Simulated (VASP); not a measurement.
Input of a VASP 6.6.1 run:

The input INCAR:

```
PREC = Accurate
ENCUT = 600
EDIFF = 1E-6
ISMEAR = 0
SIGMA = 0.1
LREAL = F
LASPH = T
NELM = 150
ALGO = Normal
ISIF = 3
LWAVE = F
LCHARG = F
ISPIN = 2
MAGMOM = 0.01 3.16 -0.28 -0.28 -0.28
LORBIT = 11
LMAXMIX = 4
GGA = PE
IBRION = 2
NSW = 90
EDIFFG = -0.04
```

Contents of KPOINTS:

```
Automatic mesh
0
Gamma
  4 4 4
```

Contents of POSCAR:

```
YNbSe3
1.0
    5.0799223800      0.0000000000      0.0000000000
    0.0000000000      5.0799223800      0.0000000000
    0.0000000000      0.0000000000      5.0799223800
Y Nb Se
1 1 3
Direct
    0.0000000000      0.0000000000      0.0000000000
    0.5000000000      0.5000000000      0.5000000000
    0.5000000000      0.0000000000      0.0000000000
    0.0000000000      0.5000000000      0.0000000000
    0.0000000000      0.0000000000      0.5000000000
```

Potentials or basis: VASP PAW PBE potentials, release 64 (Y_sv, Nb_sv, Se).

Run with:

```console
$ cat potpaw_PBE.64/Y_sv/POTCAR potpaw_PBE.64/Nb_sv/POTCAR potpaw_PBE.64/Se/POTCAR > POTCAR
$ mpirun -np 1 vasp_std > vasp.out
```

Problem. Estimate the relaxed volume.

Solution. 30.48 Å³/atom.

Problem. Predict the net moment.

Solution. 2.14 μB per cell.

Problem. What does it give for the site moments?

Solution. Y +0.02; Nb +2.35; Se -0.24 μB.

The path:
```tsv
step	energy change (eV)	largest force (eV/Å)	pressure (GPa)	volume (Å³)
1	0.0000	0.0000	9.66	131.09
2	-0.4658	0.0000	-2.71	163.42
3	-0.5642	0.0000	0.04	152.39
```

Caveat: the volume moved by over 15 % at a fixed basis, so the end points are rough; the highest band is partly filled, so the run has too few bands.
